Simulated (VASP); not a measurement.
# ZrSi2 (Cmcm) in VASP: a series of runs

Aim: see how the results for ZrSi2 move with the level of theory and the settings. Levels: revPBE, PBE+D4. Tasks: single point.

All numbers are computed with VASP 6.6.1; they aren't measurements. Logs are shortened: lines on timing, memory, paths and dates and some standing lists are left out, and cuts for length are marked.

**1. The cell of the first run**

The structure is orthorhombic, space group Cmcm (No. 63). Conventional cell: a = 3.716 Å, b = 14.692 Å, c = 3.673 Å, α = 90.00°, β = 90.00°, γ = 90.00°. Zr (site symmetry m2m) has 10 Si at 2.72 to 2.98 Å and 6 Zr at 3.58 to 3.72 Å within 3.8 Å. Si (site symmetry m2m) has 2 Si at 2.42 Å and 6 Zr at 2.72 to 2.98 Å within 3.2 Å. Within 3.5 Å of Si (site symmetry m2m) lie 8 Si at 2.61 to 3.43 Å and 4 Zr at 2.82 to 2.83 Å.

**2. Single point, revPBE**

The input, INCAR:

```
  PREC = Accurate
  ENCUT = 520
  EDIFF = 1E-6
  ISMEAR = 0
  SIGMA = 0.05
  LREAL = False
  LASPH = True
  NELM = 80
  ALGO = Normal
  ISIF = 2
  LWAVE = False
  LCHARG = False
  GGA = RE
  NBANDS = 29
```

The input, KPOINTS:

```
regular mesh
0
Gamma
  6 6 6
```

The input, POSCAR:

```
ZrSi2
1.0
    1.8581510001     -7.3459593984      0.0000000000
    1.8581510001      7.3459593984      0.0000000000
    0.0000000000      0.0000000000      3.6725538926
Zr Si
2 4
Direct
    0.6046286350      0.3953713650      0.2500000000
    0.3953713650      0.6046286350      0.7500000000
    0.9462977221      0.0537022779      0.2500000000
    0.0537022779      0.9462977221      0.7500000000
    0.2499904891      0.7500095109      0.2500000000
    0.7500095109      0.2499904891      0.7500000000
```

Potentials or basis: VASP PAW PBE potentials, release 64 (Zr_sv, Si).

The run is started by

```bash
$ cat potpaw_PBE.64/Zr_sv/POTCAR potpaw_PBE.64/Si/POTCAR > POTCAR
$ mpirun -np 1 vasp_std > vasp.out
```

OUTCAR:

```text
PREC = Accurate
   ENCUT = 520
   EDIFF = 1E-6
   ISMEAR = 0
   LREAL = False
   LASPH = True
   NELM = 80
   ISIF = 2
   GGA = RE

 ion  position               nearest neighbor table
   1  0.605  0.395  0.250-   4 2.72   4 2.72   4 2.72   4 2.72   6 2.82   6 2.82   5 2.83   5 2.83
                             3 2.98   3 2.98   2 3.58   2 3.58
   2  0.395  0.605  0.750-   3 2.72   3 2.72   3 2.72   3 2.72   5 2.82   5 2.82   6 2.83   6 2.83
                             4 2.98   4 2.98   1 3.58   1 3.58
   3  0.946  0.054  0.250-   4 2.42   4 2.42   2 2.72   2 2.72   2 2.72   2 2.72   1 2.98   1 2.98

   4  0.054  0.946  0.750-   3 2.42   3 2.42   1 2.72   1 2.72   1 2.72   1 2.72   2 2.98   2 2.98

   5  0.250  0.750  0.250-   6 2.61   6 2.61   6 2.61   6 2.61   2 2.82   2 2.82   1 2.83   1 2.83

   6  0.750  0.250  0.750-   5 2.61   5 2.61   5 2.61   5 2.61   1 2.82   1 2.82   2 2.83   2 2.83

  LATTYP: Found a base centered orthorhombic cell.
 ALAT       =     3.7163020002
 B/A-ratio  =     3.9533705269
 C/A-ratio  =     0.9882280537

  Lattice vectors:

 A1 = (   1.8581510001,  -7.3459593984,   0.0000000000)
 A2 = (   1.8581510001,   7.3459593984,   0.0000000000)
 A3 = (   0.0000000000,   0.0000000000,   3.6725538926)

Analysis of symmetry for initial positions (statically):
=====================================================================
 Subroutine PRICEL returns:
 Original cell was already a primitive cell.

 Routine SETGRP: Setting up the symmetry group for a
 base centered orthorhombic supercell.

 Subroutine GETGRP returns: Found  8 space group operations
 (whereof  4 operations were pure point group operations)
 out of a pool of  8 trial point group operations.

The static configuration has the point symmetry C_2h.
 The point group associated with its full space group is D_2h.

Analysis of symmetry for dynamics (positions and initial velocities):
=====================================================================
 Subroutine PRICEL returns:
 Original cell was already a primitive cell.

 Routine SETGRP: Setting up the symmetry group for a
 base centered orthorhombic supercell.

 Subroutine GETGRP returns: Found  8 space group operations
 (whereof  4 operations were pure point group operations)
 out of a pool of  8 trial point group operations.

The dynamic configuration has the point symmetry C_2h.
 The point group associated with its full space group is D_2h.

 Subroutine INISYM returns: Found  8 space group operations
 (whereof  4 operations are pure point group operations),
 and found     1 'primitive' translations

----------------------------------------------------------------------------------------

                                     Primitive cell

  volume of cell :     100.2600

  direct lattice vectors                    reciprocal lattice vectors
     1.858151000 -7.345959398  0.000000000     0.269084698 -0.068064629  0.000000000
     1.858151000  7.345959398  0.000000000     0.269084698  0.068064629  0.000000000
     0.000000000  0.000000000  3.672553893     0.000000000  0.000000000  0.272290082

  length of vectors
     7.577324371  7.577324371  3.672553893     0.277559666  0.277559666  0.272290082

  position of ions in fractional coordinates (direct lattice)
     0.604628635  0.395371365  0.250000000
     0.395371365  0.604628635  0.750000000
     0.946297722  0.053702278  0.250000000
     0.053702278  0.946297722  0.750000000
     0.249990489  0.750009511  0.250000000
     0.750009511  0.249990489  0.750000000

  ion indices of the primitive-cell ions
   primitive index   ion index
                 1           1
                 2           2
                 3           3
                 4           4
                 5           5
                 6           6

----------------------------------------------------------------------------------------

 KPOINTS: regular mesh

Automatic generation of k-mesh.
 Grid dimensions read from file:
 generate k-points for:    6    6    6

 Generating k-lattice:

  Cartesian coordinates                     Fractional coordinates (reciprocal lattice)
     0.044847450 -0.011344105  0.000000000     0.166666667 -0.000000000  0.000000000
     0.044847450  0.011344105  0.000000000    -0.000000000  0.166666667  0.000000000
     0.000000000  0.000000000  0.045381680     0.000000000  0.000000000  0.166666667

  Length of vectors
     0.046259944  0.046259944  0.045381680

  Shift w.r.t. Gamma in fractional coordinates (k-lattice)
     0.000000000  0.000000000  0.000000000

 Subroutine IBZKPT returns following result:
 ===========================================

 Found     52 irreducible k-points:

 Following reciprocal coordinates:
            Coordinates               Weight
  0.000000  0.000000  0.000000      1.000000
  0.166667  0.000000  0.000000      4.000000
  0.333333  0.000000  0.000000      4.000000
  0.500000  0.000000  0.000000      2.000000
  0.166667  0.166667  0.000000      2.000000
  0.333333  0.166667  0.000000      4.000000
[... 16 lines left out ...]
  0.333333  0.333333  0.166667      4.000000
  0.500000  0.333333  0.166667      8.000000
 [... further k-points ...]
   k-points           NKPTS =     52   k-points in BZ     NKDIM =     52   number of bands    NBANDS=     29
   number of dos      NEDOS =    301   number of ions     NIONS =      6
   total plane-waves  NPLWV =  87808
   dimension x,y,z NGX =    56 NGY =   56 NGZ =   28
   dimension x,y,z NGXF=   112 NGYF=  112 NGZF=   56
   ions per type =               2   4
   NGX,Y,Z   is equivalent  to a cutoff of  12.29, 12.29, 12.67 a.u.
   NGXF,Y,Z  is equivalent  to a cutoff of  24.57, 24.57, 25.35 a.u.
 SYSTEM =  unknown system
   PREC   = accura    normal or accurate (medium, high low for compatibility)
   ISTART =      0    job   : 0-new  1-cont  2-samecut
   ICHARG =      2    charge: 1-file 2-atom 10-const
   ISPIN  =      1    spin polarized calculation?
   LNONCOLLINEAR =      F non collinear calculations
   LSORBIT =      F    spin-orbit coupling
   LASPH  =      T    aspherical Exc in radial PAW
   ENCUT  =  520.0 eV  38.22 Ry    6.18 a.u.  14.09 14.09  6.83*2*pi/ulx,y,z
   NELM   =     80;   NELMIN=  2; NELMDL= -5     # of ELM steps
   EDIFF  = 0.1E-05   stopping-criterion for ELM
   LREAL  =      F    real-space projection
   EDIFFG = 0.1E-04   stopping-criterion for IOM
   NSW    =      0    number of steps for IOM
   IBRION =     -1    ionic relax: 0-MD 1-quasi-New 2-CG
   NFREE  =      0    steps in history (QN), initial steepest desc. (CG)
   ISIF   =      2    stress and relaxation
   ISYM   =      2    0-nonsym 1-usesym 2-fastsym
   POTIM  = 0.5000    time-step for ionic-motion
   TEBEG  =    0.0;   TEEND  =   0.0 temperature during run
   PSTRESS=    0.0 pullay stress
   NELECT =      40.0000    total number of electrons
   NUPDOWN=      -1.0000    fix difference up-down
   EMIN   =  10.00;   EMAX   =-10.00  energy-range for DOS
   EFERMI =   0.00;   METHOD = LEGACY
   ISMEAR =     0;   SIGMA  =   0.05  broadening in eV -4-tet -1-fermi 0-gaus
   EFERMI_NEDOS =   21; number of points for ismear=-14 and -15
   IALGO  =     38    algorithm
   IMIX   =      4    mixing-type and parameters
     AMIX     =   0.40;   BMIX     =  1.00
     AMIX_MAG =   1.60;   BMIX_MAG =  1.00
  volume/ion in A,a.u.               =      16.71       112.76
  Fermi-wavevector in a.u.,A,eV,Ry     =   1.205181  2.277462 19.761934  1.452461
  Thomas-Fermi vector in A             =   2.340885
   LORBIT       =      0    0 simple, 1 ext, 2 COOP (PROOUT), +10 PAW based schemes
   GGA     = RE    functional components
   LHFCALC =     F    Hartree Fock is set to
   AEXX    =    0.0000 exact exchange contribution
   IVDW    =     0    specifies the selected vdW correction
   LEPSILON=     F    determine dielectric tensor
   LRPA    =     F    only Hartree local field effects (RPA)
 non-spin polarized calculation
 Gauss-broadening in eV      SIGMA  =   0.05
  energy-cutoff  :      520.00
  volume of cell :      100.26
 maximum number of plane-waves:      2728
   NGX = 29   NGY = 29   NGZ = 13

 number of electron      39.9999999 magnetization

 Free energy of the ion-electron system (eV)
  ---------------------------------------------------
  ext. energy  EPLUGINS =         0.00000000
  ---------------------------------------------------
  free energy    TOTEN  =       -41.03661025 eV

  energy without entropy =      -41.03478206  energy(sigma->0) =      -41.03569615

 E-fermi :  10.1779     XC(G=0): -11.2479

 val. band max:       10.1768853746   @ k =  -0.3333   0.3333   0.0000
 cond. band min:      10.1860492476   @ k =   0.3333   0.3333   0.1667
 fundamental gap:      0.0091638730
 Fermi energy:        10.1778601840

 k-point     1 :       0.0000    0.0000    0.0000
  band No.  band energies     occupation
      1     -38.6816      2.00000
      2     -38.6680      2.00000
      3     -16.9186      2.00000
      4     -16.7791      2.00000
      5     -16.7549      2.00000
      6     -16.7455      2.00000
[... 21 lines left out ...]
     28      12.9662      0.00000
     29      14.0387      0.00000

 k-point     2 :       0.1667    0.0000    0.0000
  band No.  band energies     occupation
      1     -38.6794      2.00000
      2     -38.6659      2.00000
      3     -16.9095      2.00000
      4     -16.8252      2.00000
      5     -16.7962      2.00000
      6     -16.7428      2.00000
[... 21 lines left out ...]
     28      13.2647      0.00000
     29      14.0470      0.00000

 k-point     3 :       0.3333    0.0000    0.0000
  band No.  band energies     occupation
      1     -38.6748      2.00000
      2     -38.6617      2.00000
      3     -16.9177      2.00000
      4     -16.8899      2.00000
      5     -16.8769      2.00000
      6     -16.7376      2.00000
[... 21 lines left out ...]
     28      13.4218      0.00000
     29      14.6082      0.00000

 k-point     4 :       0.5000    0.0000    0.0000
  band No.  band energies     occupation
      1     -38.6725      2.00000
      2     -38.6596      2.00000
      3     -16.9616      2.00000
      4     -16.9180      2.00000
      5     -16.8803      2.00000
      6     -16.7350      2.00000
[... 597 lines left out ...]
     28      13.7074      0.00000
     29      14.0322      0.00000

 k-point    23 :       0.3333    0.3333    0.1667
  band No.  band energies     occupation
      1     -38.6715      2.00000
      2     -38.6603      2.00000
      3     -16.9098      2.00000
      4     -16.8729      2.00000
      5     -16.8718      2.00000
      6     -16.7750      2.00000
[... 21 lines left out ...]
     28      14.0644      0.00000
     29      14.1102      0.00000

 k-point    24 :       0.5000    0.3333    0.1667
  band No.  band energies     occupation
      1     -38.6758      2.00000
      2     -38.6646      2.00000
      3     -16.8883      2.00000
      4     -16.8181      2.00000
      5     -16.7930      2.00000
      6     -16.7857      2.00000
[... 21 lines left out ...]
     28      13.9438      0.00000
     29      14.0402      0.00000

 [... further k-points ...]
[... 5 lines left out ...]
  --------------------------------------------------------------------------------------
  -------------------------------------------------------------------------------------
  Total        1.3549511      1.3061716      1.2941303      0.0000000      0.0000000      0.0000000
  in kB       21.6524226     20.8729158     20.6804933      0.0000000      0.0000000      0.0000000
  external PRESSURE =      21.0686106 kB  Pullay stress =       0.0000000 kB

 VOLUME and BASIS-vectors are now :
 -----------------------------------------------------------------------------
  energy-cutoff  :      520.00
  volume of cell :      100.26
      direct lattice vectors                 reciprocal lattice vectors
     1.858151000 -7.345959398  0.000000000     0.269084698 -0.068064629  0.000000000
     1.858151000  7.345959398  0.000000000     0.269084698  0.068064629  0.000000000
     0.000000000  0.000000000  3.672553893     0.000000000  0.000000000  0.272290082

 POSITION                                       TOTAL-FORCE (eV/Angst)
 -----------------------------------------------------------------------------------
      1.85815     -1.53720      0.91814         0.000000     -0.010975      0.000000
      1.85815      1.53720      2.75442         0.000000      0.010975     -0.000000
      1.85815     -6.55697      0.91814         0.000000     -0.009389      0.000000
      1.85815      6.55697      2.75442         0.000000      0.009389      0.000000
      1.85815      3.67312      0.91814         0.000000     -0.003772      0.000000
      1.85815     -3.67312      2.75442         0.000000      0.003772      0.000000
 -----------------------------------------------------------------------------------
    total drift:                                0.000000     -0.000000     -0.000000

  FREE ENERGIE OF THE ION-ELECTRON SYSTEM (eV)
  ---------------------------------------------------
  free  energy   TOTEN  =       -41.0366102497 eV

  energy  without entropy=      -41.0347820598  energy(sigma->0) =      -41.03569615
```

It took 8.5 min on 1 thread of Intel Xeon 8259CL, shared host; peak memory 0.35 GiB.

Results:

- Free energy: -41.0366 eV
- Pressure: 2.1 GPa
- Largest force: 0.011 eV/Å
- Band gap on the k mesh: zero (bands 20 and 21 overlap by 0.76 eV)

Forces in eV/Å, atoms in the order of the input:
```
Zr   0.000 -0.011  0.000
Zr   0.000  0.011  0.000
Si   0.000 -0.009  0.000
Si   0.000  0.009  0.000
Si   0.000 -0.004  0.000
Si   0.000  0.004  0.000
```

Caveat: the PAW data sets were made with another functional, which shifts forces and pressure a little.

**3. Single point, revPBE (16.67 Å³/atom)**

This run uses another cell than the first one, of 16.67 Å³/atom.

The input, INCAR:

```
SYSTEM = ZrSi2
ALGO = Normal
EDIFF = 1E-6
ENCUT = 520
GGA = RE
ISIF = 2
ISMEAR = 0
LASPH = .TRUE.
LCHARG = .FALSE.
LREAL = .FALSE.
LWAVE = .FALSE.
NBANDS = 29
NELM = 80
PREC = Accurate
SIGMA = 0.05
```

The input, KPOINTS:

```
k-points
0
G
  6 6 6
  0 0 0
```

The input, POSCAR:

```
ZrSi2
1.0
    1.8571258531     -7.3371986947      0.0000000000
    1.8571258531      7.3371986947      0.0000000000
    0.0000000000      0.0000000000      3.6703375208
Zr Si
2 4
Direct
    0.6046443274      0.3953556726      0.2500000000
    0.3953556726      0.6046443274      0.7500000000
    0.9461877215      0.0538122785      0.2500000000
    0.0538122785      0.9461877215      0.7500000000
    0.2500160241      0.7499839759      0.2500000000
    0.7499839759      0.2500160241      0.7500000000
```

Potentials or basis: VASP PAW PBE potentials, release 64 (Zr_sv, Si).

The run is started by

```bash
$ cat potpaw_PBE.64/Zr_sv/POTCAR potpaw_PBE.64/Si/POTCAR > POTCAR
$ mpirun -np 1 vasp_std > vasp.out
```

It took 8.7 min on 1 thread of Intel Xeon 8259CL, shared host; peak memory 0.34 GiB.

It converged, with:

```
Free energy            : -41.0332 eV
Pressure               : 2.4 GPa
Largest force          : 0.018 eV/Å
Band gap on the k mesh : zero (bands 20 and 21 overlap by 0.77 eV)
```

Forces on the atoms (eV/Å):
```
Zr   0.000  0.000  0.000
Zr   0.000  0.000  0.000
Si   0.000 -0.018  0.000
Si   0.000  0.018  0.000
Si   0.000  0.000  0.000
Si   0.000  0.000  0.000
```

Levels at points of the mesh, in eV from the Fermi level:
```tsv
k point	band 18	band 19	band 20	band 21	band 22	band 23
(0.00, 0.00, 0.00)	-2.47	-2.36	-0.11	0.99	1.36	1.39
(0.50, 0.00, 0.00)	-1.57	-0.90	-0.52	-0.49	0.87	0.89
(0.50, 0.50, 0.00)	-2.02	-1.50	0.28	0.90	1.07	1.38
(0.00, 0.00, 0.50)	-1.98	-0.16	-0.16	0.12	0.12	1.47
(0.50, 0.00, 0.50)	-3.29	-2.24	-2.24	2.12	2.12	2.98
(0.50, 0.50, 0.50)	-2.35	-1.00	-1.00	0.01	0.01	2.21
```

Caveat: the PAW data sets were made with another functional, which shifts forces and pressure a little.

[end of part 1 of 2]

The gap in the log of VASP goes by the Fermi energy; the results here count the filled bands.